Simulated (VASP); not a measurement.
# C (R-3m) in VASP: notebook

Runs on C. Level: PBE+D3(BJ). Tasks: single point.

All numbers are computed with VASP 6.6.1; they aren't measurements. Logs are shortened: lines on timing, memory, paths and dates and some standing lists are left out, and cuts for length are marked.

## (1) The cell of the first run

Symmetry: R-3m, No. 166, trigonal system. Conventional cell: a = 2.403 Å, b = 2.403 Å, c = 9.831 Å, α = 90.00°, β = 90.00°, γ = 120.00°. Within 1.9 Å of C (site symmetry 3m) lie 3 C at 1.39 Å.

## (2) Single point, PBE+D3(BJ)

INCAR

```
PREC = Accurate
ENCUT = 520
EDIFF = 1E-7
ISMEAR = 0
SIGMA = 0.05
LREAL = F
LASPH = T
NELM = 60
ALGO = Normal
ISIF = 2
LWAVE = F
LCHARG = F
GGA = PE
IVDW = 12
NBANDS = 11
```

KPOINTS

```
Automatic mesh
0
Gamma
  15 15 15
```

POSCAR

```
C
1.0
    1.2016689031      0.6937838646      3.2769132065
   -1.2016689031      0.6937838646      3.2769132065
    0.0000000000     -1.3875677293      3.2769132064
C
2
Direct
    0.1665956179      0.1665956179      0.1665956179
    0.8334043821      0.8334043821      0.8334043821
```

Potentials or basis: VASP PAW PBE potentials, release 64 (C).

Command:

```
$ cat potpaw_PBE.64/C/POTCAR > POTCAR
$ mpirun -np 1 vasp_std > vasp.out
```

OUTCAR:

```text
PREC = Accurate
   ENCUT = 520
   EDIFF = 1E-7
   ISMEAR = 0
   LREAL = F
   LASPH = T
   NELM = 60
   ISIF = 2
   GGA = PE
   IVDW = 12
 IVDW          = 12

 ion  position               nearest neighbor table
   1  0.167  0.167  0.167-   2 1.39   2 1.39   2 1.39
   2  0.833  0.833  0.833-   1 1.39   1 1.39   1 1.39

  LATTYP: Found a trigonal (rhomboedric) cell.
 ALAT       =     3.5585817914
 COS(alpha) =     0.7719417768

  Lattice vectors:

 A1 = (   1.2016689031,   0.6937838646,   3.2769132065)
 A2 = (  -1.2016689031,   0.6937838646,   3.2769132065)
 A3 = (   0.0000000000,  -1.3875677293,   3.2769132064)

Analysis of symmetry for initial positions (statically):
=====================================================================
 Subroutine PRICEL returns:
 Original cell was already a primitive cell.

 Routine SETGRP: Setting up the symmetry group for a
 trigonal (rhombohedral) supercell.

 Subroutine GETGRP returns: Found 12 space group operations
 (whereof 12 operations were pure point group operations)
 out of a pool of 12 trial point group operations.

The static configuration has the point symmetry D_3d.

Analysis of symmetry for dynamics (positions and initial velocities):
=====================================================================
 Subroutine PRICEL returns:
 Original cell was already a primitive cell.

 Routine SETGRP: Setting up the symmetry group for a
 trigonal (rhombohedral) supercell.

 Subroutine GETGRP returns: Found 12 space group operations
 (whereof 12 operations were pure point group operations)
 out of a pool of 12 trial point group operations.

The dynamic configuration has the point symmetry D_3d.

 Subroutine INISYM returns: Found 12 space group operations
 (whereof 12 operations are pure point group operations),
 and found     1 'primitive' translations

----------------------------------------------------------------------------------------

                                     Primitive cell

  volume of cell :      16.3917

  direct lattice vectors                    reciprocal lattice vectors
     1.201668903  0.693783865  3.276913207     0.416087991  0.240228514  0.101721746
    -1.201668903  0.693783865  3.276913207    -0.416087991  0.240228514  0.101721746
     0.000000000 -1.387567729  3.276913206     0.000000000 -0.480457028  0.101721746

  length of vectors
     3.558581791  3.558581791  3.558581791     0.491107187  0.491107187  0.491107187

  position of ions in fractional coordinates (direct lattice)
     0.166595618  0.166595618  0.166595618
     0.833404382  0.833404382  0.833404382

  ion indices of the primitive-cell ions
   primitive index   ion index
                 1           1
                 2           2

----------------------------------------------------------------------------------------

 KPOINTS: Automatic mesh

Automatic generation of k-mesh.
 Grid dimensions read from file:
 generate k-points for:   15   15   15

 Generating k-lattice:

  Cartesian coordinates                     Fractional coordinates (reciprocal lattice)
     0.027739199  0.016015234  0.006781450     0.066666667 -0.000000000  0.000000000
    -0.027739199  0.016015234  0.006781450    -0.000000000  0.066666667  0.000000000
     0.000000000 -0.032030469  0.006781450     0.000000000  0.000000000  0.066666667

  Length of vectors
     0.032740479  0.032740479  0.032740479

  Shift w.r.t. Gamma in fractional coordinates (k-lattice)
     0.000000000  0.000000000  0.000000000

 Subroutine IBZKPT returns following result:
 ===========================================

 Found    344 irreducible k-points:

 Following reciprocal coordinates:
            Coordinates               Weight
  0.000000  0.000000  0.000000      1.000000
  0.066667  0.000000  0.000000      6.000000
  0.133333 -0.000000  0.000000      6.000000
  0.200000  0.000000  0.000000      6.000000
  0.266667 -0.000000  0.000000      6.000000
  0.333333 -0.000000  0.000000      6.000000
[... 16 lines left out ...]
  0.133333  0.133333  0.000000      6.000000
  0.200000  0.133333  0.000000     12.000000
 [... further k-points ...]
   k-points           NKPTS =    344   k-points in BZ     NKDIM =    344   number of bands    NBANDS=     11
   number of dos      NEDOS =    301   number of ions     NIONS =      2
   total plane-waves  NPLWV =  21952
   dimension x,y,z NGX =    28 NGY =   28 NGZ =   28
   dimension x,y,z NGXF=    56 NGYF=   56 NGZF=   56
   ions per type =               2
   NGX,Y,Z   is equivalent  to a cutoff of  13.08, 13.08, 13.08 a.u.
   NGXF,Y,Z  is equivalent  to a cutoff of  26.16, 26.16, 26.16 a.u.
 SYSTEM =  unknown system
   PREC   = accura    normal or accurate (medium, high low for compatibility)
   ISTART =      0    job   : 0-new  1-cont  2-samecut
   ICHARG =      2    charge: 1-file 2-atom 10-const
   ISPIN  =      1    spin polarized calculation?
   LNONCOLLINEAR =      F non collinear calculations
   LSORBIT =      F    spin-orbit coupling
   LASPH  =      T    aspherical Exc in radial PAW
   ENCUT  =  520.0 eV  38.22 Ry    6.18 a.u.   6.62  6.62  6.62*2*pi/ulx,y,z
   NELM   =     60;   NELMIN=  2; NELMDL= -5     # of ELM steps
   EDIFF  = 0.1E-06   stopping-criterion for ELM
   LREAL  =      F    real-space projection
   EDIFFG = 0.1E-05   stopping-criterion for IOM
   NSW    =      0    number of steps for IOM
   IBRION =     -1    ionic relax: 0-MD 1-quasi-New 2-CG
   NFREE  =      0    steps in history (QN), initial steepest desc. (CG)
   ISIF   =      2    stress and relaxation
   ISYM   =      2    0-nonsym 1-usesym 2-fastsym
   POTIM  = 0.5000    time-step for ionic-motion
   TEBEG  =    0.0;   TEEND  =   0.0 temperature during run
   PSTRESS=    0.0 pullay stress
   NELECT =       8.0000    total number of electrons
   NUPDOWN=      -1.0000    fix difference up-down
   EMIN   =  10.00;   EMAX   =-10.00  energy-range for DOS
   EFERMI =   0.00;   METHOD = LEGACY
   ISMEAR =     0;   SIGMA  =   0.05  broadening in eV -4-tet -1-fermi 0-gaus
   EFERMI_NEDOS =   21; number of points for ismear=-14 and -15
   IALGO  =     38    algorithm
   IMIX   =      4    mixing-type and parameters
     AMIX     =   0.40;   BMIX     =  1.00
     AMIX_MAG =   1.60;   BMIX_MAG =  1.00
  volume/ion in A,a.u.               =       8.20        55.31
  Fermi-wavevector in a.u.,A,eV,Ry     =   1.288931  2.435727 22.603955  1.661344
  Thomas-Fermi vector in A             =   2.420855
   LORBIT       =      0    0 simple, 1 ext, 2 COOP (PROOUT), +10 PAW based schemes
   GGA     = PE    functional components
   LHFCALC =     F    Hartree Fock is set to
   AEXX    =    0.0000 exact exchange contribution
   IVDW    =    12    specifies the selected vdW correction
   LEPSILON=     F    determine dielectric tensor
   LRPA    =     F    only Hartree local field effects (RPA)
 non-spin polarized calculation
 Gauss-broadening in eV      SIGMA  =   0.05
  energy-cutoff  :      520.00
  volume of cell :       16.39
 maximum number of plane-waves:       462
   NGX = 13   NGY = 13   NGZ = 13

 number of electron       8.0000000 magnetization

 Free energy of the ion-electron system (eV)
  ---------------------------------------------------
  ext. energy  EPLUGINS =         0.00000000
  ---------------------------------------------------
  free energy    TOTEN  =       -18.31451574 eV

  energy without entropy =      -18.31451574  energy(sigma->0) =      -18.31451574

 E-fermi :   5.2270     XC(G=0): -10.6425

 val. band max:        4.9985150848   @ k =  -0.3333   0.3333   0.0000
 cond. band min:       5.7226605522   @ k =  -0.3333   0.3333   0.0000
 fundamental gap:      0.7241454675
 Fermi energy:         5.2270401909

 k-point     1 :       0.0000    0.0000    0.0000
  band No.  band energies     occupation
      1     -14.9331      2.00000
      2      -1.6069      2.00000
      3       2.4024      2.00000
      4       2.4024      2.00000
      5       9.5413      0.00000
      6      14.2484      0.00000
      7      14.2484      0.00000
      8      17.6565      0.00000
      9      19.8050      0.00000
     10      29.1223      0.00000
     11      32.2665      0.00000

 k-point     2 :       0.0667    0.0000    0.0000
  band No.  band energies     occupation
      1     -14.8204      2.00000
      2      -1.4918      2.00000
      3       1.9653      2.00000
      4       2.1631      2.00000
      5       9.7002      0.00000
      6      14.3226      0.00000
      7      14.7336      0.00000
      8      17.2393      0.00000
      9      19.9768      0.00000
     10      29.4920      0.00000
     11      31.2601      0.00000

 k-point     3 :       0.1333   -0.0000    0.0000
  band No.  band energies     occupation
      1     -14.4837      2.00000
      2      -1.1479      2.00000
      3       0.7982      2.00000
      4       1.5584      2.00000
      5      10.1772      0.00000
      6      14.4182      0.00000
      7      16.0673      0.00000
      8      16.1025      0.00000
      9      20.5160      0.00000
     10      28.9801      0.00000
     11      30.5242      0.00000

 k-point     4 :       0.2000    0.0000    0.0000
  band No.  band energies     occupation
      1     -13.9251      2.00000
      2      -0.8128      2.00000
      3      -0.5791      2.00000
      4       0.8053      2.00000
      5      10.9648      0.00000
      6      14.2992      0.00000
      7      14.5745      0.00000
      8      18.0065      0.00000
      9      21.3506      0.00000
     10      26.9057      0.00000
     11      29.3572      0.00000

 k-point     5 :       0.2667   -0.0000    0.0000
  band No.  band energies     occupation
      1     -13.1498      2.00000
      2      -2.6236      2.00000
      3       0.0748      2.00000
      4       0.2010      2.00000
      5      11.9844      0.00000
      6      12.6550      0.00000
      7      14.2796      0.00000
      8      20.3207      0.00000
      9      22.0751      0.00000
     10      25.4192      0.00000
     11      28.0816      0.00000
[... 211 lines left out ...]
 k-point    21 :      -0.1333    0.0667   -0.0000
  band No.  band energies     occupation
      1     -14.1571      2.00000
      2      -0.7319      2.00000
      3      -0.0644      2.00000
      4       0.9053      2.00000
      5      10.5028      0.00000
      6      14.6865      0.00000
      7      15.1298      0.00000
      8      16.8311      0.00000
      9      21.2148      0.00000
     10      26.8796      0.00000
     11      30.7428      0.00000

 k-point    22 :      -0.0667    0.0667    0.0000
  band No.  band energies     occupation
      1     -14.6004      2.00000
      2      -1.2236      2.00000
      3       1.2243      2.00000
      4       1.6814      2.00000
      5       9.9407      0.00000
      6      14.5233      0.00000
      7      15.5018      0.00000
      8      16.4559      0.00000
      9      20.3679      0.00000
     10      29.2365      0.00000
     11      30.1580      0.00000

 k-point    23 :       0.1333    0.1333    0.0000
  band No.  band energies     occupation
      1     -14.4657      2.00000
      2      -1.2946      2.00000
      3       0.8146      2.00000
      4       1.5440      2.00000
      5      10.4788      0.00000
      6      14.3819      0.00000
      7      16.0686      0.00000
      8      16.0708      0.00000
      9      20.5487      0.00000
     10      28.6120      0.00000
     11      30.4563      0.00000

 k-point    24 :       0.2000    0.1333    0.0000
  band No.  band energies     occupation
      1     -14.1221      2.00000
      2      -1.0153      2.00000
      3      -0.0525      2.00000
      4       0.8906      2.00000
      5      11.0911      0.00000
      6      14.6574      0.00000
      7      15.0982      0.00000
      8      16.8365      0.00000
      9      21.2428      0.00000
     10      26.8418      0.00000
     11      31.0208      0.00000

 [... further k-points ...]

------------------------ aborting loop because EDIFF is reached ----------------------------------------

 Edisp (eV)   -0.31711

 E8    (eV) :    -0.0901

  FORCE on cell =-STRESS in cart. coord.  units (eV):
  Direction    XX          YY          ZZ          XY          YZ          ZX
  --------------------------------------------------------------------------------------
  -------------------------------------------------------------------------------------
  Total       4.01983     4.01983     0.09162     0.00000     0.00000     0.00000
  in kB     392.90981   392.90981     8.95480     0.00000     0.00000     0.00000
  external pressure =      264.92 kB  Pullay stress =        0.00 kB

 VOLUME and BASIS-vectors are now :
 -----------------------------------------------------------------------------
  energy-cutoff  :      520.00
  volume of cell :       16.39
      direct lattice vectors                 reciprocal lattice vectors
     1.201668903  0.693783865  3.276913207     0.416087991  0.240228514  0.101721746
    -1.201668903  0.693783865  3.276913207    -0.416087991  0.240228514  0.101721746
     0.000000000 -1.387567729  3.276913206     0.000000000 -0.480457028  0.101721746

 POSITION                                       TOTAL-FORCE (eV/Angst)
 -----------------------------------------------------------------------------------
      0.00000     -0.00000      1.63776         0.000000      0.000000     -0.000839
      0.00000     -0.00000      8.19298         0.000000     -0.000000      0.000839
 -----------------------------------------------------------------------------------
    total drift:                                0.000000     -0.000000      0.000000

  FREE ENERGIE OF THE ION-ELECTRON SYSTEM (eV)
  ---------------------------------------------------
  free  energy   TOTEN  =       -18.6316212252 eV

  energy  without entropy=      -18.6316212252  energy(sigma->0) =      -18.63162123
```

It took 2.4 min on 1 thread of Intel Xeon 8259CL, shared host; peak memory 0.2 GiB.

Results:

| Item | Value |
| --- | --- |
| Free energy | -18.6316 eV |
| Pressure | 26.5 GPa |
| Dispersion energy per atom | -0.159 eV |

Caveat: the stress differs along the axes, from 1 to 39 GPa.

## (3) Single point, PBE+D3(BJ) (atoms displaced along a vibrational mode, the cell strained)

INCAR

```
  ALGO = Normal
  EDIFF = 1E-6
  ENCUT = 520
  GGA = PE
  ISIF = 2
  ISMEAR = 0
  IVDW = 12
  LASPH = T
  LCHARG = F
  LREAL = F
  LWAVE = F
  NBANDS = 11
  NELM = 100
  PREC = Accurate
  SIGMA = 0.05
```

KPOINTS

```
k-points
0
Gamma
  15 15 15
```

POSCAR

```
C
1.0
    1.2118984948      0.6996899222      3.3048089804
   -1.2118984948      0.6996899222      3.3048089804
    0.0000000000     -1.3993798444      3.3048089804
C
2
Direct
    0.1760175946      0.1760175946      0.1760175946
    0.8239824054      0.8239824054      0.8239824054
```

Potentials or basis: VASP PAW PBE potentials, release 64 (C).

Command:

```
$ cat potpaw_PBE.64/C/POTCAR > POTCAR
$ mpirun -np 1 vasp_std > vasp.out
```

It took 2.2 min on 1 thread of Intel Xeon 8259CL, shared host; peak memory 0.2 GiB.

The run converged. Its results:

| Property | Result |
| --- | --- |
| Free energy | -18.4022 eV |
| Pressure | 14.4 GPa |
| Largest force | 3.086 eV/Å |
| Dispersion energy per atom | -0.159 eV |

Forces in eV/Å, atoms in the order of the input:
```
C    0.000  0.000 -3.086
C    0.000  0.000  3.086
```

Stress tensor (GPa, compression positive):
```
24.03  0.00  0.00
 0.00 24.03  0.00
 0.00  0.00 -4.81
```

Caveat: the cell differs from its parent crystal (atoms displaced along a vibrational mode, the cell strained); the stress differs along the axes, from -5 to 24 GPa; forces of over 1 eV/Å act on the atoms, so gaps and moduli don't describe the material at rest.

## (4) Single point, PBE+D3(BJ) (atoms displaced along a vibrational mode, the cell strained)

INCAR

```
SYSTEM = C
PREC = Accurate ; ENCUT = 520
EDIFF = 1E-6 ; ISMEAR = 0
SIGMA = 0.05 ; LREAL = .FALSE.
LASPH = .TRUE. ; NELM = 100
ALGO = Normal ; ISIF = 2
LWAVE = .FALSE. ; LCHARG = .TRUE.
GGA = PE ; IVDW = 12
LELF = .TRUE. ; LVHAR = .TRUE.
NBANDS = 11
```

KPOINTS

```
Automatic mesh
0
G
  15 15 15
  0 0 0
```

POSCAR

```
C
1.0
    1.2427105179      0.7174792520      3.3888323960
   -1.2427105179      0.7174792520      3.3888323960
    0.0000000000     -1.4349585041      3.3888323960
C
2
Direct
    0.1628268272      0.1628268272      0.1628268272
    0.8371731728      0.8371731728      0.8371731728
```

Command:

```
$ cat potpaw_PBE.64/C/POTCAR > POTCAR
$ mpirun -np 1 vasp_std > vasp.out
```

Run time: 2.3 min. Hardware: 1 thread of Intel Xeon 8259CL, shared host; peak memory 0.2 GiB.

The run converged. Its results:

- Free energy: -18.6782 eV
- Pressure: -6.8 GPa
- Largest force: 1.270 eV/Å
- Dispersion energy per atom: -0.154 eV

Forces in eV/Å, atoms in the order of the input:
```
C    0.000  0.000  1.270
C    0.000  0.000 -1.270
```

Stress tensor (GPa, compression positive):
```
-9.56  0.00  0.00
 0.00 -9.56  0.00
 0.00  0.00 -1.35
```

Caveat: the cell differs from its parent crystal (atoms displaced along a vibrational mode, the cell strained); the stress differs along the axes, from -10 to -1 GPa; forces of over 1 eV/Å act on the atoms, so gaps and moduli don't describe the material at rest.

(Continued in part 2 of 2.)
